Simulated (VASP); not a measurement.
# ZnSe (zincblende type) (F-43m) in VASP: further runs

The runs below take ZnSe (zincblende type) through density of states, with PBE.

Program: VASP 6.6.1. These are calculated values, not measurements. Logs are shortened: lines on timing, memory, paths and dates and some standing lists are left out, and cuts for length are marked.

### Step 1. The cell of the first run

Symmetry: F-43m, No. 216, cubic system. The conventional cell has a = 4.697 Å, b = 4.697 Å, c = 4.697 Å, α = 90.00°, β = 90.00°, γ = 90.00°. Within 2.7 Å of Zn (site symmetry -43m) lie 4 Se at 2.03 Å. Se (site symmetry -43m) has 4 Zn at 2.03 Å within 2.7 Å.

### Step 2. Density of states, PBE (volume scaled by 0.55)

Input file POSCAR:

```
ZnSe
1.0
    0.0000000000      2.3484696049      2.3484696049
    2.3484696049      0.0000000000      2.3484696049
    2.3484696049      2.3484696049      0.0000000000
Zn Se
1 1
Direct
    0.0000000000      0.0000000000      0.0000000000
    0.2500000000      0.2500000000      0.2500000000
```

Input file INCAR.step1:

```
PREC = Accurate ; ENCUT = 520
EDIFF = 1E-6 ; ISMEAR = -1
SIGMA = 0.1 ; LREAL = False
LASPH = True ; NELM = 80
ALGO = Normal ; ISIF = 2
LWAVE = False ; LCHARG = True
GGA = PE ; NBANDS = 16
```

Input file KPOINTS.step1:

```
Automatic mesh
0
Gamma
  11 11 11
```

Input file INCAR.step2:

```
PREC = Accurate ; ENCUT = 520
EDIFF = 1E-6 ; ISMEAR = -5
SIGMA = 0.1 ; LREAL = False
LASPH = True ; NELM = 80
ALGO = Normal ; ISIF = 2
LWAVE = False ; LCHARG = False
GGA = PE ; LORBIT = 10
NBANDS = 16 ; NEDOS = 1001
ICHARG = 11
```

Input file KPOINTS.step2:

```
Automatic mesh
0
Gamma
  17 17 17
```

Potentials or basis: VASP PAW PBE potentials, release 64 (Zn, Se).

Launch:

```console
cat potpaw_PBE.64/Zn/POTCAR potpaw_PBE.64/Se/POTCAR > POTCAR
cp INCAR.step1 INCAR
cp KPOINTS.step1 KPOINTS
mpirun -np 1 vasp_std > vasp.out
cp INCAR.step2 INCAR
cp KPOINTS.step2 KPOINTS
mpirun -np 1 vasp_std > vasp.out
```

OUTCAR:

```text
PREC = Accurate
   ENCUT = 520
   EDIFF = 1E-6
   ISMEAR = -5
   LREAL = False
   LASPH = True
   NELM = 80
   ISIF = 2
   GGA = PE
   LORBIT = 10
   ICHARG = 11

 ion  position               nearest neighbor table
   1  0.000  0.000  0.000-   2 2.03   2 2.03   2 2.03   2 2.03
   2  0.250  0.250  0.250-   1 2.03   1 2.03   1 2.03   1 2.03

  LATTYP: Found a face centered cubic cell.
 ALAT       =     4.6969392098

  Lattice vectors:

 A1 = (   0.0000000000,   2.3484696049,   2.3484696049)
 A2 = (   2.3484696049,   0.0000000000,   2.3484696049)
 A3 = (   2.3484696049,   2.3484696049,   0.0000000000)

Analysis of symmetry for initial positions (statically):
=====================================================================
 Subroutine PRICEL returns:
 Original cell was already a primitive cell.

 Routine SETGRP: Setting up the symmetry group for a
 face centered cubic supercell.

 Subroutine GETGRP returns: Found 24 space group operations
 (whereof 24 operations were pure point group operations)
 out of a pool of 48 trial point group operations.

The static configuration has the point symmetry T_d .

Analysis of symmetry for dynamics (positions and initial velocities):
=====================================================================
 Subroutine PRICEL returns:
 Original cell was already a primitive cell.

 Routine SETGRP: Setting up the symmetry group for a
 face centered cubic supercell.

 Subroutine GETGRP returns: Found 24 space group operations
 (whereof 24 operations were pure point group operations)
 out of a pool of 48 trial point group operations.

The dynamic configuration has the point symmetry T_d .

 Subroutine INISYM returns: Found 24 space group operations
 (whereof 24 operations are pure point group operations),
 and found     1 'primitive' translations

----------------------------------------------------------------------------------------

                                     Primitive cell

  volume of cell :      25.9051

  direct lattice vectors                    reciprocal lattice vectors
     0.000000000  2.348469605  2.348469605    -0.212904608  0.212904608  0.212904608
     2.348469605  0.000000000  2.348469605     0.212904608 -0.212904608  0.212904608
     2.348469605  2.348469605  0.000000000     0.212904608  0.212904608 -0.212904608

  length of vectors
     3.321237566  3.321237566  3.321237566     0.368761598  0.368761598  0.368761598

  position of ions in fractional coordinates (direct lattice)
     0.000000000  0.000000000  0.000000000
     0.250000000  0.250000000  0.250000000

  ion indices of the primitive-cell ions
   primitive index   ion index
                 1           1
                 2           2

----------------------------------------------------------------------------------------

 KPOINTS: Automatic mesh

Automatic generation of k-mesh.
 Grid dimensions read from file:
 generate k-points for:   17   17   17

 Generating k-lattice:

  Cartesian coordinates                     Fractional coordinates (reciprocal lattice)
    -0.012523800  0.012523800  0.012523800     0.058823529  0.000000000  0.000000000
     0.012523800 -0.012523800  0.012523800     0.000000000  0.058823529  0.000000000
     0.012523800  0.012523800 -0.012523800     0.000000000  0.000000000  0.058823529

  Length of vectors
     0.021691859  0.021691859  0.021691859

  Shift w.r.t. Gamma in fractional coordinates (k-lattice)
     0.000000000  0.000000000  0.000000000

 TETIRR: Found    693 inequivalent tetrahedra from    29478

 Subroutine IBZKPT returns following result:
 ===========================================

 Found    165 irreducible k-points:

 Following reciprocal coordinates:
            Coordinates               Weight
  0.000000  0.000000  0.000000      1.000000
  0.058824  0.000000  0.000000      8.000000
  0.117647  0.000000  0.000000      8.000000
  0.176471  0.000000  0.000000      8.000000
  0.235294  0.000000  0.000000      8.000000
  0.294118  0.000000  0.000000      8.000000
[... 16 lines left out ...]
 -0.176471  0.058824  0.000000     24.000000
 -0.117647  0.058824  0.000000     24.000000
 [... further k-points ...]
   k-points           NKPTS =    165   k-points in BZ     NKDIM =    165   number of bands    NBANDS=     16
   number of dos      NEDOS =   1001   number of ions     NIONS =      2
   total plane-waves  NPLWV =  21952
   dimension x,y,z NGX =    28 NGY =   28 NGZ =   28
   dimension x,y,z NGXF=    56 NGYF=   56 NGZF=   56
   ions per type =               1   1
   NGX,Y,Z   is equivalent  to a cutoff of  14.02, 14.02, 14.02 a.u.
   NGXF,Y,Z  is equivalent  to a cutoff of  28.03, 28.03, 28.03 a.u.
 SYSTEM =  unknown system
   PREC   = accura    normal or accurate (medium, high low for compatibility)
   ISTART =      0    job   : 0-new  1-cont  2-samecut
   ICHARG =     11    charge: 1-file 2-atom 10-const
   ISPIN  =      1    spin polarized calculation?
   LNONCOLLINEAR =      F non collinear calculations
   LSORBIT =      F    spin-orbit coupling
   LASPH  =      T    aspherical Exc in radial PAW
   ENCUT  =  520.0 eV  38.22 Ry    6.18 a.u.   6.18  6.18  6.18*2*pi/ulx,y,z
   NELM   =     80;   NELMIN=  2; NELMDL=  0     # of ELM steps
   EDIFF  = 0.1E-05   stopping-criterion for ELM
   LREAL  =      F    real-space projection
   EDIFFG = 0.1E-04   stopping-criterion for IOM
   NSW    =      0    number of steps for IOM
   IBRION =     -1    ionic relax: 0-MD 1-quasi-New 2-CG
   NFREE  =      0    steps in history (QN), initial steepest desc. (CG)
   ISIF   =      2    stress and relaxation
   ISYM   =      2    0-nonsym 1-usesym 2-fastsym
   POTIM  = 0.5000    time-step for ionic-motion
   TEBEG  =    0.0;   TEEND  =   0.0 temperature during run
   PSTRESS=    0.0 pullay stress
   NELECT =      18.0000    total number of electrons
   NUPDOWN=      -1.0000    fix difference up-down
   EMIN   =  10.00;   EMAX   =-10.00  energy-range for DOS
   EFERMI =   0.00;   METHOD = LEGACY
   ISMEAR =    -5;   SIGMA  =   0.10  broadening in eV -4-tet -1-fermi 0-gaus
   EFERMI_NEDOS =   21; number of points for ismear=-14 and -15
   IALGO  =     38    algorithm
   IMIX   =      4    mixing-type and parameters
     AMIX     =   0.40;   BMIX     =  1.00
     AMIX_MAG =   1.60;   BMIX_MAG =  1.00
  volume/ion in A,a.u.               =      12.95        87.41
  Fermi-wavevector in a.u.,A,eV,Ry     =   1.450009  2.740120 28.606608  2.102526
  Thomas-Fermi vector in A             =   2.567670
   LORBIT       =     10    0 simple, 1 ext, 2 COOP (PROOUT), +10 PAW based schemes
   GGA     = PE    functional components
   LHFCALC =     F    Hartree Fock is set to
   AEXX    =    0.0000 exact exchange contribution
   IVDW    =     0    specifies the selected vdW correction
   LEPSILON=     F    determine dielectric tensor
   LRPA    =     F    only Hartree local field effects (RPA)
 non-spin polarized calculation
 Fermi weights with tetrahedron method with Bloechl corrections
  energy-cutoff  :      520.00
  volume of cell :       25.91
 maximum number of plane-waves:       725
 NGX is ok and might be reduce to    28

 number of electron      17.9999990 magnetization

 Free energy of the ion-electron system (eV)
  ---------------------------------------------------
  ext. energy  EPLUGINS =         0.00000000
  ---------------------------------------------------
  free energy    TOTEN  =        -0.93475573 eV

  energy without entropy =       -0.93475573  energy(sigma->0) =       -0.93475573

 E-fermi :   8.4768     XC(G=0): -12.1542

 val. band max:        8.4736307160   @ k =   0.0000   0.0000   0.0000
 cond. band min:       9.5959282312   @ k =   0.4706   0.4706   0.0000
 fundamental gap:      1.1222975152
 Fermi energy:         8.4768426709

 k-point     1 :       0.0000    0.0000    0.0000
  band No.  band energies     occupation
      1     -10.3579      2.00000
      2      -2.0645      2.00000
      3      -2.0645      2.00000
      4      -2.0645      2.00000
      5      -1.0089      2.00000
      6      -1.0089      2.00000
[... 8 lines left out ...]
     15      20.9344      0.00000
     16      20.9344      0.00000

 k-point     2 :       0.0588    0.0000    0.0000
  band No.  band energies     occupation
      1     -10.3039      2.00000
      2      -2.0764      2.00000
      3      -2.0539      2.00000
      4      -2.0539      2.00000
      5      -1.0113      2.00000
      6      -1.0113      2.00000
[... 8 lines left out ...]
     15      20.2854      0.00000
     16      20.4961      0.00000

 k-point     3 :       0.1176    0.0000    0.0000
  band No.  band energies     occupation
      1     -10.1444      2.00000
      2      -2.1091      2.00000
      3      -2.0243      2.00000
      4      -2.0243      2.00000
      5      -1.0171      2.00000
      6      -1.0171      2.00000
[... 8 lines left out ...]
     15      19.4900      0.00000
     16      20.5890      0.00000

 k-point     4 :       0.1765    0.0000    0.0000
  band No.  band energies     occupation
      1      -9.8878      2.00000
      2      -2.1534      2.00000
      3      -1.9819      2.00000
      4      -1.9819      2.00000
      5      -1.0218      2.00000
      6      -1.0218      2.00000
[... 8 lines left out ...]
     15      19.0354      0.00000
     16      20.2875      0.00000
[... 324 lines left out ...]
 k-point    22 :      -0.2353    0.0588    0.0000
  band No.  band energies     occupation
      1      -9.3821      2.00000
      2      -2.2098      2.00000
      3      -1.9146      2.00000
      4      -1.9113      2.00000
      5      -1.0466      2.00000
      6      -0.9866      2.00000
[... 8 lines left out ...]
     15      20.2139      0.00000
     16      20.7680      0.00000

 k-point    23 :      -0.1765    0.0588    0.0000
  band No.  band energies     occupation
      1      -9.7386      2.00000
      2      -2.1775      2.00000
      3      -1.9613      2.00000
      4      -1.9524      2.00000
      5      -1.0478      2.00000
      6      -0.9983      2.00000
[... 8 lines left out ...]
     15      19.6895      0.00000
     16      20.8897      0.00000

 k-point    24 :      -0.1176    0.0588    0.0000
  band No.  band energies     occupation
      1     -10.0226      2.00000
      2      -2.1351      2.00000
      3      -2.0060      2.00000
      4      -1.9956      2.00000
      5      -1.0381      2.00000
      6      -1.0032      2.00000
[... 8 lines left out ...]
     15      19.5410      0.00000
     16      21.2975      0.00000

 [... further k-points ...]

------------------------ aborting loop because EDIFF is reached ----------------------------------------

  FORCE on cell =-STRESS in cart. coord.  units (eV):
  Direction    XX          YY          ZZ          XY          YZ          ZX
  --------------------------------------------------------------------------------------
  -------------------------------------------------------------------------------------
  Total       21.4759028     21.4759028     21.4759028      0.0000000      0.0000000      0.0000000
  in kB     1328.2419287   1328.2419287   1328.2419287      0.0000000      0.0000000      0.0000000
  external PRESSURE =    1328.2419287 kB  Pullay stress =       0.0000000 kB

 VOLUME and BASIS-vectors are now :
 -----------------------------------------------------------------------------
  energy-cutoff  :      520.00
  volume of cell :       25.91
      direct lattice vectors                 reciprocal lattice vectors
     0.000000000  2.348469605  2.348469605    -0.212904608  0.212904608  0.212904608
     2.348469605  0.000000000  2.348469605     0.212904608 -0.212904608  0.212904608
     2.348469605  2.348469605  0.000000000     0.212904608  0.212904608 -0.212904608

 POSITION                                       TOTAL-FORCE (eV/Angst)
 -----------------------------------------------------------------------------------
      0.00000      0.00000      0.00000        -0.000000      0.000000     -0.000000
      1.17423      1.17423      1.17423         0.000000     -0.000000      0.000000
 -----------------------------------------------------------------------------------
    total drift:                                0.000002      0.000002      0.000001

  FREE ENERGIE OF THE ION-ELECTRON SYSTEM (eV)
  ---------------------------------------------------
  free  energy   TOTEN  =        -0.9347557262 eV

  energy  without entropy=       -0.9347557262  energy(sigma->0) =       -0.93475573

 total charge

# of ion       s       p       d       tot
------------------------------------------
    1        0.769   1.158   9.946  11.872
    2        1.452   2.884   0.152   4.488
--------------------------------------------------
tot          2.221   4.041  10.098  16.360
```

Wall time 2.5 min (1 thread of AMD EPYC 7R13, shared host); peak memory 0.18 GiB.

Results:

```yaml
Valence_electrons_inside_the_program's_atomic_spheres: Zn 11.87; Se 4.49
```

[end of part 1 of 2]
